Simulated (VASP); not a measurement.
## Sc2SbAs: relaxation of cell and atoms with PBE

Sc2SbAs:

```
CELL_PARAMETERS angstrom
4.82983 0.00000 0.00000
-2.41492 4.18276 0.00000
0.00000 0.00000 5.67212
ATOMIC_POSITIONS crystal
Sc 0.33333 0.66667 0.50000
Sc 0.66667 0.33333 0.50000
Sb 0.00000 0.00000 0.00000
As 0.00000 0.00000 0.50000
```

The cell was generated, and may not be a known phase.

```
Program                : VASP 6.6.1
Task                   : relaxation of cell and atoms
Functional             : PBE
Potentials or basis    : VASP PAW PBE potentials, release 64 (Sc_sv, Sb, As)
Cutoff                 : 600 eV
k mesh                 : 12 × 12 × 8
Occupations            : gaussian, width 0.1 eV
Spin                   : no spin polarisation
Dipole correction      : no
Further INCAR settings : ALGO = Normal; EDIFF = 1e-06; IBRION = 2; EDIFFG = -0.01; NSW = 100; ISIF = 3
```

* Relaxed volume: 28.41 Å³/atom
* Relaxed cell: a = 4.853 Å, b = 4.853 Å, c = 5.572 Å, α = 90.00°, β = 90.00°, γ = 120.00°
* Space group after relaxing (to 0.1 Å): P6/mmm (No. 191)
* Energy gained by relaxing: 4.5 meV/atom
* Ionic steps: 5
* Pressure after relaxing: 0.0 GPa
* Band gap on the k mesh: zero (bands 16 and 17 overlap by 0.66 eV)

Step by step:
```
step  energy change (eV)  largest force (eV/Å)  pressure (GPa)  volume (Å³)
   1              0.0000                0.0000           -0.23       114.59
   2             -0.0174                0.0000           -0.09       113.89
   3             -0.0179                0.0000           -0.12       113.99
   4             -0.0179                0.0000           -0.13       114.01
   5             -0.0180                0.0000            0.02       113.65
```

Final structure:
```
Sc Sb As
1.0
     4.85294    0.00000    0.00000
    -2.42647    4.20277    0.00000
     0.00000    0.00000    5.57234
Sc Sb As
2 1 1
Direct
  0.33333 0.66667 0.50000
  0.66667 0.33333 0.50000
  0.00000 0.00000 0.00000
  0.00000 0.00000 0.50000
```

Levels at points of the mesh, in eV from the Fermi level:
| k point | band 12 | band 13 | band 14 | band 15 | band 16 | band 17 | band 18 | band 19 | band 20 |
| --- | --- | --- | --- | --- | --- | --- | --- | --- | --- |
| (0.00, 0.00, 0.00) | -3.96 | -3.96 | -0.31 | 0.34 | 0.34 | 0.58 | 0.58 | 0.68 | 0.68 |
| (0.50, 0.00, 0.00) | -5.08 | -3.56 | -1.63 | -0.98 | -0.31 | -0.30 | 0.54 | 0.99 | 1.14 |
| (0.00, 0.00, 0.50) | -3.73 | -0.94 | -0.60 | -0.60 | -0.40 | 0.20 | 0.20 | 0.36 | 0.74 |
| (0.50, 0.00, 0.50) | -3.21 | -2.74 | -1.66 | -1.01 | -0.91 | 0.35 | 0.37 | 0.92 | 1.39 |

It took 11 min on 1 thread of Intel(R) Xeon(R) Platinum 8488C (Sapphire Rapids), on a shared host, peak memory 0.51 GiB.

Caveat: spin-orbit coupling is left out, which moves the levels of the heavy elements.
